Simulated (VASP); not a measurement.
Input of a VASP 6.6.1 run:

INCAR

```
SYSTEM = LiF
PREC     = Accurate       ! precision mode
ENCUT    = 520            ! plane-wave cutoff, eV
EDIFF    = 1E-8           ! SCF threshold, eV
ISMEAR   = -1             ! smearing method
SIGMA    = 0.03           ! smearing width, eV
LREAL    = .FALSE.        ! projectors in reciprocal space
LASPH    = .TRUE.         ! aspherical terms in the spheres
NELM     = 60             ! most SCF steps
ALGO     = Normal         ! electronic algorithm
ISIF     = 2              ! what is computed and relaxed
LWAVE    = .FALSE.        ! write WAVECAR
LCHARG   = .FALSE.        ! write CHGCAR
GGA      = PE             ! functional
LEFG     = .TRUE.       
NBANDS   = 12             ! bands
```

The input KPOINTS:

```
Automatic mesh
0
G
  10 10 10
  0 0 0
```

POSCAR

```
LiF
1.0
    0.0000000000      2.0140000000      2.0542800000
    2.0140000000      0.0000000000      2.0542800000
    2.0140000000      2.0140000000      0.0000000000
Li F
1 1
Direct
    0.0000000000      0.0000000000      0.0000000000
    0.5000000000      0.5000000000      0.5000000000
```

Potentials or basis: VASP PAW PBE potentials, release 64 (Li_sv, F).

Launch:

```console
$ cat potpaw_PBE.64/Li_sv/POTCAR potpaw_PBE.64/F/POTCAR > POTCAR
$ mpirun -np 1 vasp_std > vasp.out
```

Q: Predict the band gap on the k mesh.

A: 8.88 eV.

Electric field gradients, principal values (V/Å²):
```
atom   least  middle  greatest (by size)
1 Li  -0.047  -0.051               0.098
 2 F  -0.318  -0.319               0.637
```

Caveat: the cell differs from its parent crystal (zz strain of +2 %); without QUAD_EFG the Cq values of the log hold for a quadrupole moment of 1 mb, not for the nuclei. A k mesh can miss the band edges.
